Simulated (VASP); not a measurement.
Wanted: the native input for a VASP 6.6.1 run.

| Item | Value |
| --- | --- |
| Task | single point |
| Functional | PBE |
| Potentials or basis | VASP PAW PBE potentials, release 64 (Hf_pv) |
| Cutoff | 520 eV |
| k mesh | 10 × 10 × 5 |
| Occupations | gaussian, width 0.022 eV |
| Spin | no spin polarisation |
| Dipole correction | no |
| Further INCAR settings | ALGO = Normal; EDIFF = 1e-06; NBANDS = 17 |

The structure of Hf lies in POSCAR:

```
Hf
1.0
    3.1967000000      0.0000000000      0.0000000000
   -1.5983500000      2.7684234083      0.0000000000
    0.0000000000      0.0000000000      5.0578000000
Hf
2
Direct
    0.6666666667      0.3333333333      0.7500000000
    0.3333333333      0.6666666667      0.2500000000
```

These files were run (other wordings do the same):

INCAR

```
SYSTEM = Hf
  PREC = Accurate
  ENCUT = 520
  EDIFF = 1E-6
  ISMEAR = 0
  SIGMA = 0.022
  LREAL = .FALSE.
  LASPH = .TRUE.
  NELM = 80
  ALGO = Normal
  ISIF = 2
  LWAVE = .FALSE.
  LCHARG = .TRUE.
  GGA = PE
  LELF = .TRUE.
  LVHAR = .TRUE.
  NBANDS = 17
```

KPOINTS

```
Automatic mesh
0
G
  10 10 5
  0 0 0
```

Potentials or basis: VASP PAW PBE potentials, release 64 (Hf_pv).

Run with:

```console
$ cat potpaw_PBE.64/Hf_pv/POTCAR > POTCAR
$ mpirun -np 1 vasp_std > vasp.out
```

It gave:

| Quantity | Value |
| --- | --- |
| Pressure | 0.2 GPa |
| Band gap on the k mesh | zero (bands 10 and 11 overlap by 1.50 eV) |

Caveat: spin-orbit coupling is left out, which moves the levels of the heavy elements.

Run time: 35 s on 1 thread of Intel Xeon 8259CL, with other jobs on the host, peak memory 0.17 GiB.
